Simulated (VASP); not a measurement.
Wanted: the native input for a VASP 6.6.1 run.

| Item | Value |
| --- | --- |
| Task | relaxation of cell and atoms |
| Functional | PBE |
| Potentials or basis | VASP PAW PBE potentials, release 64 (In_d, W_sv) |
| Cutoff | 500 eV |
| k mesh | 8 × 8 × 8 |
| Occupations | gaussian, width 0.1 eV |
| Spin | no spin polarisation |
| Dipole correction | no |
| Further INCAR settings | ALGO = Normal; EDIFF = 1e-07; IBRION = 2; EDIFFG = -0.01; NSW = 100; ISIF = 3 |

The structure of InW4 lies in POSCAR:

```
InW4
1.0
    4.8114439679      0.0000000000      0.0000000000
    0.0000000000      4.8114439679      0.0000000000
    0.0000000000      0.0000000000      4.8114439679
In W
1 4
Direct
    0.5000000000      0.5000000000      0.5000000000
    0.5000000000      0.0000000000      0.0000000000
    0.0000000000      0.5000000000      0.0000000000
    0.0000000000      0.0000000000      0.5000000000
    0.0000000000      0.0000000000      0.0000000000
```

The cell was generated, and may not be a known phase.

One way to write it, as run:

INCAR

```
PREC     = Accurate       # precision mode
ENCUT    = 500            # plane-wave cutoff, eV
EDIFF    = 1E-7           # SCF threshold, eV
ISMEAR   = 0              # smearing method
SIGMA    = 0.1            # smearing width, eV
LREAL    = F              # projectors in reciprocal space
LASPH    = T              # aspherical terms in the spheres
NELM     = 120            # most SCF steps
ALGO     = Normal         # electronic algorithm
ISIF     = 3              # what is computed and relaxed
LWAVE    = F              # write WAVECAR
LCHARG   = F              # write CHGCAR
GGA      = PE             # functional
IBRION   = 2              # ionic algorithm
NSW      = 100            # ionic steps
EDIFFG   = -0.01          # ionic threshold
GGA_COMPAT= F            
NELMIN   = 4
```

KPOINTS

```
Automatic mesh
0
Gamma
  8 8 8
```

Potentials or basis: VASP PAW PBE potentials, release 64 (In_d, W_sv).

Run with:

```console
$ cat potpaw_PBE.64/In_d/POTCAR potpaw_PBE.64/W_sv/POTCAR > POTCAR
$ mpirun -np 1 vasp_std > vasp.out
```

It gave:

- Relaxed volume: 22.23 Å³/atom
- Relaxed cell: a = 4.808 Å, b = 4.808 Å, c = 4.808 Å, α = 90.00°, β = 90.00°, γ = 90.00°
- Space group after relaxing (to 0.1 Å): Pm-3m (No. 221)
- Energy gained by relaxing: 0.0 meV/atom
- Ionic steps: 3
- Pressure after relaxing: 0.0 GPa
- Band gap on the k mesh: zero (an odd number of electrons rules out a gap without spin polarisation)

Caveat: spin-orbit coupling is left out, which moves the levels of the heavy elements.

It took 5.2 min on 1 thread of Intel Xeon 8259CL, on a shared host, peak memory 0.3 GiB.
